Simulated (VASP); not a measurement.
The system is TiAl.

```
Ti Al
1.0
     2.86726    0.00000    0.00000
    -1.43363    2.48312    0.00000
     0.00000    0.00000    4.67808
Ti Al
1 1
Direct
  0.00000 0.00000 0.00000
  0.33333 0.66667 0.50000
```

```yaml
Program: VASP 6.6.1
Task: relaxation of cell and atoms
Functional: LDA
Potentials_or_basis: VASP PAW LDA potentials, release 64 (Ti_sv, Al)
Cutoff: 600 eV
k_mesh: 11 × 11 × 6
Occupations: fermi-dirac, width 0.05 eV
Spin: no spin polarisation
```

At the start: pressure -6.0 GPa; volume 16.65 Å³/atom.

Task: Where does the relaxation end?

Result: Over 7 steps the energy falls by 18.4 meV/atom and the volume is 15.73 Å³/atom (-5.5 %); space group P-6m2 (No. 187, to 0.1 Å) before and after.

Step by step:
| step | energy change (eV) | largest force (eV/Å) | pressure (GPa) | volume (Å³) |
| --- | --- | --- | --- | --- |
| 1 | 0.0000 | 0.0000 | -6.04 | 33.31 |
| 2 | -0.0215 | 0.0000 | 4.44 | 30.37 |
| 3 | -0.0366 | 0.0000 | -0.03 | 31.47 |
| 4 | -0.0366 | 0.0000 | 0.09 | 31.44 |
| 5 | -0.0367 | 0.0000 | 0.10 | 31.42 |
| 6 | -0.0367 | 0.0000 | 0.12 | 31.41 |
| 7 | -0.0367 | 0.0000 | -0.07 | 31.47 |

Final structure:
```xyz
2
Lattice="2.8137 0.0000 0.0000 -1.4069 2.4367 0.0000 0.0000 0.0000 4.5894" Properties=species:S:1:pos:R:3 pbc="T T T"
Ti   -1.4069    2.4367    0.0000
Al    0.0000    1.6245    2.2947
```
